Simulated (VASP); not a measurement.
# Mg (P6/mmm) in VASP: further runs

Runs on Mg. Level: PBE. Tasks: single point.

All numbers are computed with VASP 6.6.1; they aren't measurements. Logs are shortened: lines on timing, memory, paths and dates and some standing lists are left out, and cuts for length are marked.

## (1) The cell of the first run

Symmetry: P6/mmm, No. 191, hexagonal system. The conventional cell has a = 2.806 Å, b = 2.806 Å, c = 2.801 Å, α = 90.00°, β = 90.00°, γ = 120.00°. Mg (site symmetry 6/mmm) has 8 Mg at 2.80 to 2.81 Å within 3.7 Å.

This isn't the form of Mg at room conditions, which is hcp.

## (2) Single point, PBE (strain -0.080 along x and y, -0.080 along z)

File INCAR:

```
ALGO = Normal ; EDIFF = 1E-7
ENCUT = 520 ; GGA = PE
ISIF = 2 ; ISMEAR = 0
LASPH = T ; LCHARG = F
LREAL = F ; LWAVE = F
NBANDS = 7 ; NELM = 100
PREC = Accurate ; SIGMA = 0.15
```

File KPOINTS:

```
k-points
0
Gamma
  18 18 16
```

File POSCAR:

```
Mg
1.0
    2.8062758165      0.0000000000      0.0000000000
   -1.4031379083      2.4303061471      0.0000000000
    0.0000000000      0.0000000000      2.8012505644
Mg
1
Direct
    0.0000000000      0.0000000000      0.0000000000
```

Potentials or basis: VASP PAW PBE potentials, release 64 (Mg).

On the command line:

```
$ cat potpaw_PBE.64/Mg/POTCAR > POTCAR
$ mpirun -np 1 vasp_std > vasp.out
```

OUTCAR:

```text
EDIFF = 1E-7
   ENCUT = 520
   GGA = PE
   ISIF = 2
   ISMEAR = 0
   LASPH = T
   LREAL = F
   NELM = 100
   PREC = Accurate

 ion  position               nearest neighbor table
   1  0.000  0.000  0.000-

  LATTYP: Found a hexagonal cell.
 ALAT       =     2.8062758165
 C/A-ratio  =     0.9982092808

  Lattice vectors:

 A1 = (   2.8062758165,   0.0000000000,   0.0000000000)
 A2 = (  -1.4031379083,   2.4303061471,   0.0000000000)
 A3 = (   0.0000000000,   0.0000000000,   2.8012505644)

Analysis of symmetry for initial positions (statically):
=====================================================================
 Subroutine PRICEL returns:
 Original cell was already a primitive cell.

 Routine SETGRP: Setting up the symmetry group for a
 hexagonal supercell.

 Subroutine GETGRP returns: Found 24 space group operations
 (whereof 24 operations were pure point group operations)
 out of a pool of 24 trial point group operations.

The static configuration has the point symmetry D_6h.

Analysis of symmetry for dynamics (positions and initial velocities):
=====================================================================
 Subroutine PRICEL returns:
 Original cell was already a primitive cell.

 Routine SETGRP: Setting up the symmetry group for a
 hexagonal supercell.

 Subroutine GETGRP returns: Found 24 space group operations
 (whereof 24 operations were pure point group operations)
 out of a pool of 24 trial point group operations.

The dynamic configuration has the point symmetry D_6h.

 Subroutine INISYM returns: Found 24 space group operations
 (whereof 24 operations are pure point group operations),
 and found     1 'primitive' translations

----------------------------------------------------------------------------------------

                                     Primitive cell

  volume of cell :      19.1048

  direct lattice vectors                    reciprocal lattice vectors
     2.806275816  0.000000000  0.000000000     0.356344161  0.205735397  0.000000000
    -1.403137908  2.430306147  0.000000000     0.000000000  0.411470794  0.000000000
     0.000000000  0.000000000  2.801250564     0.000000000  0.000000000  0.356983418

  length of vectors
     2.806275816  2.806275817  2.801250564     0.411470794  0.411470794  0.356983418

[... 77 lines left out ...]
   NELM   =    100;   NELMIN=  2; NELMDL= -5     # of ELM steps
   EDIFF  = 0.1E-06   stopping-criterion for ELM
   LREAL  =      F    real-space projection
   EDIFFG = 0.1E-05   stopping-criterion for IOM
   NSW    =      0    number of steps for IOM
   IBRION =     -1    ionic relax: 0-MD 1-quasi-New 2-CG
   NFREE  =      0    steps in history (QN), initial steepest desc. (CG)
   ISIF   =      2    stress and relaxation
   ISYM   =      2    0-nonsym 1-usesym 2-fastsym
   POTIM  = 0.5000    time-step for ionic-motion
   TEBEG  =    0.0;   TEEND  =   0.0 temperature during run
   PSTRESS=    0.0 pullay stress
   NELECT =       2.0000    total number of electrons
   NUPDOWN=      -1.0000    fix difference up-down
   EMIN   =  10.00;   EMAX   =-10.00  energy-range for DOS
   EFERMI =   0.00;   METHOD = LEGACY
   ISMEAR =     0;   SIGMA  =   0.15  broadening in eV -4-tet -1-fermi 0-gaus
   EFERMI_NEDOS =   21; number of points for ismear=-14 and -15
   IALGO  =     38    algorithm
   IMIX   =      4    mixing-type and parameters
     AMIX     =   0.40;   BMIX     =  1.00
     AMIX_MAG =   1.60;   BMIX_MAG =  1.00
  volume/ion in A,a.u.               =      19.10       128.93
  Fermi-wavevector in a.u.,A,eV,Ry     =   0.771561  1.458039  8.099640  0.595307
  Thomas-Fermi vector in A             =   1.873006
   LORBIT       =      0    0 simple, 1 ext, 2 COOP (PROOUT), +10 PAW based schemes
   GGA     = PE    functional components
   LHFCALC =     F    Hartree Fock is set to
   AEXX    =    0.0000 exact exchange contribution
   IVDW    =     0    specifies the selected vdW correction
   LEPSILON=     F    determine dielectric tensor
   LRPA    =     F    only Hartree local field effects (RPA)
 non-spin polarized calculation
 Gauss-broadening in eV      SIGMA  =   0.15
  energy-cutoff  :      520.00
  volume of cell :       19.10
 maximum number of plane-waves:       528
 NGX is ok and might be reduce to    24
   NGX = 11   NGY = 11   NGZ = 11

 number of electron       2.0000000 magnetization

 Free energy of the ion-electron system (eV)
  ---------------------------------------------------
  ext. energy  EPLUGINS =         0.00000000
  ---------------------------------------------------
  free energy    TOTEN  =        -1.05470828 eV

  energy without entropy =       -1.05025487  energy(sigma->0) =       -1.05248158

 E-fermi :   3.6720     XC(G=0):  -9.0627

 val. band max:        3.6615664710   @ k =   0.3889   0.2222   0.1250
 cond. band min:       3.6764990172   @ k =   0.3889   0.1667   0.1250
 fundamental gap:      0.0149325462
 Fermi energy:         3.6719814211

 k-point     1 :       0.0000    0.0000    0.0000
  band No.  band energies     occupation
      1      -4.0915      2.00000
      2      12.5691      0.00000
      3      14.1460      0.00000
      4      17.8868      0.00000
      5      17.8868      0.00000
      6      20.3779      0.00000
      7      20.3779      0.00000
[... 221 lines left out ...]
 k-point    24 :       0.3889    0.1111    0.0000
  band No.  band energies     occupation
      1       0.9909      2.00000
      2       3.7775      0.31996
      3      10.2137      0.00000
      4      16.8387      0.00000
      5      18.0419      0.00000
      6      20.6521      0.00000
      7      21.1352      0.00000

 [... further k-points ...]

------------------------ aborting loop because EDIFF is reached ----------------------------------------

  FORCE on cell =-STRESS in cart. coord.  units (eV):
  Direction    XX          YY          ZZ          XY          YZ          ZX
  --------------------------------------------------------------------------------------
  -------------------------------------------------------------------------------------
  Total        1.9356100      1.9356100      1.2169488     -0.0000000      0.0000000     -0.0000000
  in kB      162.3249021    162.3249021    102.0562495     -0.0000000      0.0000000     -0.0000000
  external PRESSURE =     142.2353513 kB  Pullay stress =       0.0000000 kB

 VOLUME and BASIS-vectors are now :
 -----------------------------------------------------------------------------
  energy-cutoff  :      520.00
  volume of cell :       19.10
      direct lattice vectors                 reciprocal lattice vectors
     2.806275816  0.000000000  0.000000000     0.356344161  0.205735397  0.000000000
    -1.403137908  2.430306147  0.000000000     0.000000000  0.411470794  0.000000000
     0.000000000  0.000000000  2.801250564     0.000000000  0.000000000  0.356983418

 POSITION                                       TOTAL-FORCE (eV/Angst)
 -----------------------------------------------------------------------------------
      0.00000      0.00000      0.00000         0.000000      0.000000      0.000000
 -----------------------------------------------------------------------------------
    total drift:                               -0.000000      0.000000      0.000000

  FREE ENERGIE OF THE ION-ELECTRON SYSTEM (eV)
  ---------------------------------------------------
  free  energy   TOTEN  =        -1.0547082812 eV

  energy  without entropy=       -1.0502548735  energy(sigma->0) =       -1.05248158
```

Run time: 9.7 s. Hardware: 1 thread of Intel Xeon 6975P-C (Granite Rapids), shared host; peak memory 0.17 GiB.

What came out:

```
Free energy            : -1.0547 eV
Pressure               : 14.2 GPa
Band gap on the k mesh : zero (bands 1 and 2 overlap by 6.63 eV)
```

Levels at points of the mesh, in eV from the Fermi level:
| k point | band 1 | band 2 | band 3 | band 4 |
| --- | --- | --- | --- | --- |
| (0.00, 0.00, 0.00) | -7.76 | 8.90 | 10.47 | 14.21 |
| (0.50, 0.00, 0.00) | -2.00 | -1.13 | 9.29 | 10.36 |
| (0.00, 0.00, 0.50) | -3.14 | -3.02 | 16.83 | 16.83 |
| (0.50, 0.00, 0.50) | 1.86 | 2.84 | 2.84 | 4.04 |

Caveat: the cell differs from its parent crystal (strain -0.080 along x and y, -0.080 along z); the cell stands under pressure.

## (3) Single point, PBE (strain -0.080 along x and y, -0.040 along z)

File INCAR:

```
SYSTEM = Mg
PREC = Accurate
ENCUT = 520
EDIFF = 1E-7
ISMEAR = 0
SIGMA = 0.15
LREAL = .FALSE.
LASPH = .TRUE.
NELM = 80
ALGO = Fast
ISIF = 2
LWAVE = .FALSE.
LCHARG = .FALSE.
GGA = PE
NBANDS = 7
```

File KPOINTS:

```
regular mesh
0
G
  18 18 16
  0 0 0
```

Changes to POSCAR since step 2:

```diff
@@ -4,3 +4,3 @@
    -1.4031379083      2.4303061471      0.0000000000
-    0.0000000000      0.0000000000      2.8012505644
+    0.0000000000      0.0000000000      2.9230440672
 Mg
```

Potentials or basis: VASP PAW PBE potentials, release 64 (Mg).

On the command line:

```
$ cat potpaw_PBE.64/Mg/POTCAR > POTCAR
$ mpirun -np 1 vasp_std > vasp.out
```

It took 9.9 s on 1 thread of Intel Xeon 6975P-C (Granite Rapids), shared host; peak memory 0.17 GiB.

It converged, with:

```
Free energy            : -1.0935 eV
Pressure               : 12.0 GPa
Band gap on the k mesh : zero (bands 1 and 2 overlap by 6.34 eV)
```

Stress tensor (GPa, compression positive):
```
15.51  0.00  0.00
 0.00 15.51  0.00
 0.00  0.00  5.03
```

Levels at points of the mesh, in eV from the Fermi level:
```csv
k point,band 1,band 2,band 3,band 4,band 5,band 6
"(0.00, 0.00, 0.00)",-7.56,8.16,9.12,14.41,14.41,16.94
"(0.50, 0.00, 0.00)",-1.81,-0.92,9.35,10.58,13.44,15.37
"(0.00, 0.00, 0.50)",-3.48,-3.02,16.61,16.61,18.76,18.76
"(0.50, 0.00, 0.50)",1.56,2.86,2.89,3.68,14.02,14.21
```

Caveat: the cell differs from its parent crystal (strain -0.080 along x and y, -0.040 along z); the cell stands under pressure.
